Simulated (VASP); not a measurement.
# CoO in VASP: notebook

CoO is run at these levels: LDA, PBEsol; tasks: single point.

Program: VASP 6.6.1. These are calculated values, not measurements. Logs are shortened: lines on timing, memory, paths and dates and some standing lists are left out, and cuts for length are marked.

## 1. The cell of the first run

The structure is trigonal, space group R3m (No. 160). The conventional cell has a = 3.204 Å, b = 3.204 Å, c = 7.699 Å, α = 90.00°, β = 90.00°, γ = 120.00°. Within 2.5 Å of Co (site symmetry 3m) lie 4 O at 1.91 to 1.96 Å. O (site symmetry 3m) has 4 Co at 1.91 to 1.96 Å within 2.5 Å.

## 2. Single point, LDA, collinear spin, ferromagnetic start

INCAR

```
SYSTEM = CoO
  PREC = Accurate
  ENCUT = 520
  EDIFF = 1E-6
  ISMEAR = -1
  SIGMA = 0.05
  LREAL = .False.
  LASPH = .True.
  NELM = 150
  ALGO = Normal
  ISIF = 2
  LWAVE = .False.
  LCHARG = .False.
  ISPIN = 2
  MAGMOM = 2 0
  LORBIT = 11
  LMAXMIX = 4
  GGA = CA
  NBANDS = 18
```

KPOINTS

```
Automatic mesh
0
Gamma
  10 10 10
  0 0 0
```

POSCAR

```
CoO
1.0
    1.6022198417      0.9250420569      2.5664708903
   -1.6022198417      0.9250420569      2.5664708903
    0.0000000000     -1.8500841138      2.5664708903
Co O
1 1
Direct
    0.9989783200      0.9989783200      0.9989783200
    0.7510210300      0.7510210300      0.7510210300
```

Potentials or basis: VASP PAW LDA potentials, release 64 (Co, O).

The run is started by

```
$ cat potpaw_LDA.64/Co/POTCAR potpaw_LDA.64/O/POTCAR > POTCAR
$ mpirun -np 1 vasp_std > vasp.out
```

OUTCAR:

```text
SYSTEM = CoO
   PREC = Accurate
   ENCUT = 520
   EDIFF = 1E-6
   ISMEAR = -1
   LREAL = .False.
   LASPH = .True.
   NELM = 150
   ISIF = 2
   ISPIN = 2
   LORBIT = 11
   GGA = CA

 ion  position               nearest neighbor table
   1  0.999  0.999  0.999-   2 1.91   2 1.96   2 1.96   2 1.96
   2  0.751  0.751  0.751-   1 1.91   1 1.96   1 1.96   1 1.96

  LATTYP: Found a trigonal (rhomboedric) cell.
 ALAT       =     3.1637926700
 COS(alpha) =     0.4870699110

  Lattice vectors:

 A1 = (   1.6022198417,   0.9250420569,   2.5664708903)
 A2 = (  -1.6022198417,   0.9250420569,   2.5664708903)
 A3 = (   0.0000000000,  -1.8500841138,   2.5664708903)

Analysis of symmetry for initial positions (statically):
=====================================================================
 Subroutine PRICEL returns:
 Original cell was already a primitive cell.

 Routine SETGRP: Setting up the symmetry group for a
 trigonal (rhombohedral) supercell.

 Subroutine GETGRP returns: Found  6 space group operations
 (whereof  6 operations were pure point group operations)
 out of a pool of 12 trial point group operations.

The static configuration has the point symmetry C_3v.

Analysis of symmetry for dynamics (positions and initial velocities):
=====================================================================
 Subroutine PRICEL returns:
 Original cell was already a primitive cell.

 Routine SETGRP: Setting up the symmetry group for a
 trigonal (rhombohedral) supercell.

 Subroutine GETGRP returns: Found  6 space group operations
 (whereof  6 operations were pure point group operations)
 out of a pool of 12 trial point group operations.

The dynamic configuration has the point symmetry C_3v.

Analysis of structural, dynamic, and magnetic symmetry:
=====================================================================
 Subroutine PRICEL returns:
 Original cell was already a primitive cell.

 Routine SETGRP: Setting up the symmetry group for a
 trigonal (rhombohedral) supercell.

 Subroutine GETGRP returns: Found  6 space group operations
 (whereof  6 operations were pure point group operations)
 out of a pool of 12 trial point group operations.

The overall configuration has the point symmetry C_3v.

 Subroutine INISYM returns: Found  6 space group operations
 (whereof  6 operations are pure point group operations),
 and found     1 'primitive' translations

----------------------------------------------------------------------------------------

                                     Primitive cell

  volume of cell :      22.8229

  direct lattice vectors                    reciprocal lattice vectors
     1.602219842  0.925042057  2.566470890     0.312067038  0.180171988  0.129880037
    -1.602219842  0.925042057  2.566470890    -0.312067038  0.180171988  0.129880037
     0.000000000 -1.850084114  2.566470890     0.000000000 -0.360343977  0.129880037

  length of vectors
     3.163792670  3.163792670  3.163792670     0.383036037  0.383036037  0.383036037

  position of ions in fractional coordinates (direct lattice)
     0.998978320  0.998978320  0.998978320
     0.751021030  0.751021030  0.751021030

  ion indices of the primitive-cell ions
   primitive index   ion index
                 1           1
                 2           2

----------------------------------------------------------------------------------------

 KPOINTS: Automatic mesh

Automatic generation of k-mesh.
 Grid dimensions read from file:
 generate k-points for:   10   10   10

 Generating k-lattice:

  Cartesian coordinates                     Fractional coordinates (reciprocal lattice)
     0.031206704  0.018017199  0.012988004     0.100000000  0.000000000  0.000000000
    -0.031206704  0.018017199  0.012988004     0.000000000  0.100000000  0.000000000
     0.000000000 -0.036034398  0.012988004     0.000000000  0.000000000  0.100000000

  Length of vectors
     0.038303604  0.038303604  0.038303604

  Shift w.r.t. Gamma in fractional coordinates (k-lattice)
     0.000000000  0.000000000  0.000000000

 Subroutine IBZKPT returns following result:
 ===========================================

 Found    116 irreducible k-points:

 Following reciprocal coordinates:
            Coordinates               Weight
  0.000000  0.000000  0.000000      1.000000
  0.100000  0.000000 -0.000000      6.000000
  0.200000  0.000000 -0.000000      6.000000
  0.300000  0.000000  0.000000      6.000000
  0.400000 -0.000000 -0.000000      6.000000
  0.500000  0.000000 -0.000000      3.000000
[... 16 lines left out ...]
  0.300000  0.300000  0.000000      6.000000
  0.400000  0.300000  0.000000     12.000000
 [... further k-points ...]
   k-points           NKPTS =    116   k-points in BZ     NKDIM =    116   number of bands    NBANDS=     18
   number of dos      NEDOS =    301   number of ions     NIONS =      2
   total plane-waves  NPLWV =  13824
   dimension x,y,z NGX =    24 NGY =   24 NGZ =   24
   dimension x,y,z NGXF=    48 NGYF=   48 NGZF=   48
   ions per type =               1   1
   NGX,Y,Z   is equivalent  to a cutoff of  12.61, 12.61, 12.61 a.u.
   NGXF,Y,Z  is equivalent  to a cutoff of  25.22, 25.22, 25.22 a.u.
 SYSTEM =  CoO
   PREC   = accura    normal or accurate (medium, high low for compatibility)
   ISTART =      0    job   : 0-new  1-cont  2-samecut
   ICHARG =      2    charge: 1-file 2-atom 10-const
   ISPIN  =      2    spin polarized calculation?
   LNONCOLLINEAR =      F non collinear calculations
   LSORBIT =      F    spin-orbit coupling
   LASPH  =      T    aspherical Exc in radial PAW
   ENCUT  =  520.0 eV  38.22 Ry    6.18 a.u.   5.88  5.88  5.88*2*pi/ulx,y,z
   NELM   =    150;   NELMIN=  2; NELMDL= -5     # of ELM steps
   EDIFF  = 0.1E-05   stopping-criterion for ELM
   LREAL  =      F    real-space projection
   EDIFFG = 0.1E-04   stopping-criterion for IOM
   NSW    =      0    number of steps for IOM
   IBRION =     -1    ionic relax: 0-MD 1-quasi-New 2-CG
   NFREE  =      0    steps in history (QN), initial steepest desc. (CG)
   ISIF   =      2    stress and relaxation
   ISYM   =      2    0-nonsym 1-usesym 2-fastsym
   POTIM  = 0.5000    time-step for ionic-motion
   TEBEG  =    0.0;   TEEND  =   0.0 temperature during run
   PSTRESS=    0.0 pullay stress
   NELECT =      15.0000    total number of electrons
   NUPDOWN=      -1.0000    fix difference up-down
   EMIN   =  10.00;   EMAX   =-10.00  energy-range for DOS
   EFERMI =   0.00;   METHOD = LEGACY
   ISMEAR =    -1;   SIGMA  =   0.05  broadening in eV -4-tet -1-fermi 0-gaus
   EFERMI_NEDOS =   21; number of points for ismear=-14 and -15
   IALGO  =     38    algorithm
   IMIX   =      4    mixing-type and parameters
     AMIX     =   0.40;   BMIX     =  1.00
     AMIX_MAG =   1.60;   BMIX_MAG =  1.00
  volume/ion in A,a.u.               =      11.41        77.01
  Fermi-wavevector in a.u.,A,eV,Ry     =   1.423360  2.689761 27.564786  2.025955
  Thomas-Fermi vector in A             =   2.543966
   LORBIT       =     11    0 simple, 1 ext, 2 COOP (PROOUT), +10 PAW based schemes
   GGA     = CA    functional components
   LHFCALC =     F    Hartree Fock is set to
   AEXX    =    0.0000 exact exchange contribution
   IVDW    =     0    specifies the selected vdW correction
   LEPSILON=     F    determine dielectric tensor
   LRPA    =     F    only Hartree local field effects (RPA)
 spin polarized calculation
  energy-cutoff  :      520.00
  volume of cell :       22.82
 maximum number of plane-waves:       628
   NGX = 11   NGY = 11   NGZ = 11

 number of electron      15.0000011 magnetization       2.4139475

 Free energy of the ion-electron system (eV)
  ---------------------------------------------------
  ext. energy  EPLUGINS =         0.00000000
  ---------------------------------------------------
  free energy    TOTEN  =       -14.96913641 eV

  energy without entropy =      -14.94355026  energy(sigma->0) =      -14.95634334

 E-fermi :   5.6047     XC(G=0): -11.7427

 val. band max:        5.5970802514   @ k =  -0.3000   0.4000   0.2000
 cond. band min:       5.6070890415   @ k =   0.4000   0.2000   0.1000
 fundamental gap:      0.0100087901
 Fermi energy:         5.6047042283

 spin component 1

 k-point     1 :       0.0000    0.0000    0.0000
  band No.  band energies     occupation
      1     -14.1511      1.00000
      2      -0.4922      1.00000
      3      -0.4296      1.00000
      4      -0.4296      1.00000
      5       3.5292      1.00000
      6       3.5292      1.00000
[... 10 lines left out ...]
     17      26.1654      0.00000
     18      28.3150      0.00000

 k-point     2 :       0.1000    0.0000   -0.0000
  band No.  band energies     occupation
      1     -14.0916      1.00000
      2      -0.5960      1.00000
      3      -0.4441      1.00000
      4      -0.3960      1.00000
      5       3.5090      1.00000
      6       3.5112      1.00000
[... 10 lines left out ...]
     17      27.9526      0.00000
     18      29.3929      0.00000

 k-point     3 :       0.2000    0.0000   -0.0000
  band No.  band energies     occupation
      1     -13.9336      1.00000
      2      -0.9216      1.00000
      3      -0.3526      1.00000
      4      -0.3117      1.00000
      5       3.4793      1.00000
      6       3.4854      1.00000
[... 10 lines left out ...]
     17      30.5080      0.00000
     18      31.1655      0.00000

 k-point     4 :       0.3000    0.0000    0.0000
  band No.  band energies     occupation
      1     -13.7336      1.00000
      2      -1.2074      1.00000
      3      -0.2440      1.00000
      4      -0.2166      1.00000
      5       3.4995      1.00000
      6       3.5062      1.00000
[... 375 lines left out ...]
      4      -0.1672      1.00000
      5       3.3275      1.00000
      6       3.6283      1.00000
[... 10 lines left out ...]
     17      29.6390      0.00000
     18      32.3978      0.00000

 k-point    23 :       0.3000    0.3000    0.0000
  band No.  band energies     occupation
      1     -13.5945      1.00000
      2      -1.3954      1.00000
      3      -0.0208      1.00000
      4       0.0308      1.00000
      5       2.9486      1.00000
      6       3.7399      1.00000
[... 10 lines left out ...]
     17      32.2397      0.00000
     18      32.4265      0.00000

 k-point    24 :       0.4000    0.3000    0.0000
  band No.  band energies     occupation
      1     -13.4665      1.00000
      2      -1.4299      1.00000
      3       0.0938      1.00000
      4       0.1057      1.00000
      5       2.9172      1.00000
      6       3.7671      1.00000
[... 10 lines left out ...]
     17      32.2384      0.00000
     18      34.1160      0.00000

 [... further k-points ...]

 spin component 2

 k-point     1 :       0.0000    0.0000    0.0000
  band No.  band energies     occupation
      1     -13.7105      1.00000
      2       0.4139      1.00000
      3       0.4884      1.00000
      4       0.4884      1.00000
      5       5.1671      0.99984
      6       5.1671      0.99984
[... 10 lines left out ...]
     17      26.5387      0.00000
     18      28.7864      0.00000

 k-point     2 :       0.1000    0.0000   -0.0000
  band No.  band energies     occupation
      1     -13.6490      1.00000
      2       0.2560      1.00000
      3       0.4565      1.00000
      4       0.5148      1.00000
      5       5.1477      0.99989
      6       5.1488      0.99989
[... 10 lines left out ...]
     17      28.2662      0.00000
     18      29.8572      0.00000

 k-point     3 :       0.2000    0.0000   -0.0000
  band No.  band energies     occupation
      1     -13.4852      1.00000
      2      -0.2038      1.00000
      3       0.5285      1.00000
      4       0.5797      1.00000
      5       5.1263      0.99993
      6       5.1290      0.99993
[... 10 lines left out ...]
     17      30.8780      0.00000
     18      31.6240      0.00000

 k-point     4 :       0.3000    0.0000    0.0000
  band No.  band energies     occupation
      1     -13.2772      1.00000
      2      -0.6297      1.00000
      3       0.6117      1.00000
      4       0.6496      1.00000
      5       5.1690      0.99984
      6       5.1694      0.99983
[... 375 lines left out ...]
      4       0.6839      1.00000
      5       4.9904      1.00000
      6       5.3209      0.99659
[... 10 lines left out ...]
     17      30.0340      0.00000
     18      32.7852      0.00000

 k-point    23 :       0.3000    0.3000    0.0000
  band No.  band energies     occupation
      1     -13.1329      1.00000
      2      -0.7769      1.00000
      3       0.7508      1.00000
      4       0.7942      1.00000
      5       4.5723      1.00000
      6       5.4155      0.97777
[... 10 lines left out ...]
     17      32.6460      0.00000
     18      32.8253      0.00000

 k-point    24 :       0.4000    0.3000    0.0000
  band No.  band energies     occupation
      1     -12.9992      1.00000
      2      -0.8605      1.00000
      3       0.7982      1.00000
      4       0.8319      1.00000
      5       4.5543      1.00000
      6       5.4609      0.94666
[... 10 lines left out ...]
     17      32.6115      0.00000
     18      34.5257      0.00000

 [... further k-points ...]
[... 5 lines left out ...]
  --------------------------------------------------------------------------------------
  -------------------------------------------------------------------------------------
  Total       -2.7063938     -2.7063938     -2.1068909      0.0000000      0.0000000      0.0000000
  in kB     -189.9898498   -189.9898498   -147.9045194      0.0000000      0.0000000      0.0000000
  external PRESSURE =    -175.9614063 kB  Pullay stress =       0.0000000 kB

 VOLUME and BASIS-vectors are now :
 -----------------------------------------------------------------------------
  energy-cutoff  :      520.00
  volume of cell :       22.82
      direct lattice vectors                 reciprocal lattice vectors
     1.602219842  0.925042057  2.566470890     0.312067038  0.180171988  0.129880037
    -1.602219842  0.925042057  2.566470890    -0.312067038  0.180171988  0.129880037
     0.000000000 -1.850084114  2.566470890     0.000000000 -0.360343977  0.129880037

 POSITION                                       TOTAL-FORCE (eV/Angst)
 -----------------------------------------------------------------------------------
      0.00000      0.00000      7.69155         0.000000      0.000000      0.195693
      0.00000      0.00000      5.78242         0.000000     -0.000000     -0.195693
 -----------------------------------------------------------------------------------
    total drift:                                0.000000     -0.000000     -0.000048

  FREE ENERGIE OF THE ION-ELECTRON SYSTEM (eV)
  ---------------------------------------------------
  free  energy   TOTEN  =       -14.9691364125 eV

  energy  without entropy=      -14.9435502640  energy(sigma->0) =      -14.95634334

 total charge

# of ion       s       p       d       tot
------------------------------------------
    1        0.346   0.451   7.239   8.036
    2        1.542   3.395   0.000   4.937
--------------------------------------------------
tot          1.888   3.845   7.239  12.973

 magnetization (x)

# of ion       s       p       d       tot
------------------------------------------
    1        0.014   0.045   2.031   2.089
    2        0.018   0.235   0.000   0.253
--------------------------------------------------
tot          0.031   0.280   2.031   2.342
```

Run time: 64 s. Hardware: 1 thread of Intel Xeon Platinum 8259CL at 2.50GHz (Skylake/Cascade Lake), shared host; peak memory 0.19 GiB.

Results:

```yaml
Free_energy: -14.9691 eV
Pressure: -17.6 GPa
Largest_force: 0.196 eV/Å
Net_moment: 2.41 μB per cell
Site_moments: Co +2.09; O +0.25 μB
Valence_electrons_inside_the_program's_atomic_spheres: Co 8.04; O 4.94
```

Forces on the atoms (eV/Å):
```
Co   0.000  0.000  0.196
O    0.000  0.000 -0.196
```

Levels at points of the mesh, in eV from the Fermi level:
Spin up:
```tsv
k point	band 7	band 8	band 9	band 10	band 11	band 12
(0.00, 0.00, 0.00)	0.25	0.52	0.52	0.66	13.92	13.92
(0.50, 0.00, 0.00)	-1.97	-0.28	-0.24	5.73	6.96	13.53
(0.50, 0.50, 0.00)	-1.49	-1.41	-1.35	5.34	9.89	11.04
(0.50, 0.50, 0.50)	-1.98	-0.41	-0.41	5.69	7.28	13.43
```
Spin down:
| k point | band 3 | band 4 | band 5 | band 6 | band 7 | band 8 | band 9 | band 10 |
| --- | --- | --- | --- | --- | --- | --- | --- | --- |
| (0.00, 0.00, 0.00) | -5.12 | -5.12 | -0.44 | -0.44 | 0.63 | 2.24 | 2.24 | 2.34 |
| (0.50, 0.00, 0.00) | -4.91 | -4.89 | -0.26 | -0.25 | -0.11 | 1.40 | 1.44 | 6.10 |
| (0.50, 0.50, 0.00) | -4.62 | -4.58 | -1.12 | -0.05 | 0.07 | 0.51 | 0.59 | 6.11 |
| (0.50, 0.50, 0.50) | -4.83 | -4.83 | -0.25 | -0.24 | -0.24 | 1.28 | 1.28 | 6.06 |

Caveat: a cell with one magnetic atom can't hold antiferromagnetic order, which such compounds often take; semilocal functionals often make such compounds metallic where correlation or magnetic order opens a gap, which also shifts bond lengths. With open d or f shells a metallic result of LDA can be an artefact of self-interaction; +U or a hybrid may open a gap.

(Continued in part 2 of 2.)
